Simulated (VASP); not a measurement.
Input of a VASP 6.6.1 run:

Contents of INCAR:

```
SYSTEM = Zn
PREC     = Accurate       ! precision mode
ENCUT    = 520            ! plane-wave cutoff, eV
EDIFF    = 1E-7           ! SCF threshold, eV
ISMEAR   = 0              ! smearing method
SIGMA    = 0.05           ! smearing width, eV
LREAL    = .False.        ! projectors in reciprocal space
LASPH    = .True.         ! aspherical terms in the spheres
NELM     = 80             ! most SCF steps
ALGO     = Normal         ! electronic algorithm
ISIF     = 2              ! what is computed and relaxed
LWAVE    = .False.        ! write WAVECAR
LCHARG   = .False.        ! write CHGCAR
GGA      = PE             ! functional
NBANDS   = 19             ! bands
```

File KPOINTS:

```
regular mesh
0
Gamma
  18 18 8
  0 0 0
```

Contents of POSCAR:

```
Zn
1.0
    2.6647980532      0.0000000000      0.0000000000
   -1.3323990266      2.3077828100      0.0000000000
    0.0000000000      0.0000000000      4.9467000000
Zn
2
Direct
    0.3333333333      0.6666666667      0.2500000000
    0.6666666667      0.3333333333      0.7500000000
```

Potentials or basis: VASP PAW PBE potentials, release 64 (Zn).

Launch:

```bash
$ cat potpaw_PBE.64/Zn/POTCAR > POTCAR
$ mpirun -np 1 vasp_std > vasp.out
```

Q: Estimate the band gap on the k mesh.

A: Zero (bands 12 and 13 overlap by 4.66 eV).

Q: What does it give for the pressure?

A: 0.0 GPa.

Stress tensor (GPa, compression positive):
```
-0.36  0.00  0.00
 0.00 -0.36  0.00
 0.00  0.00  0.64
```
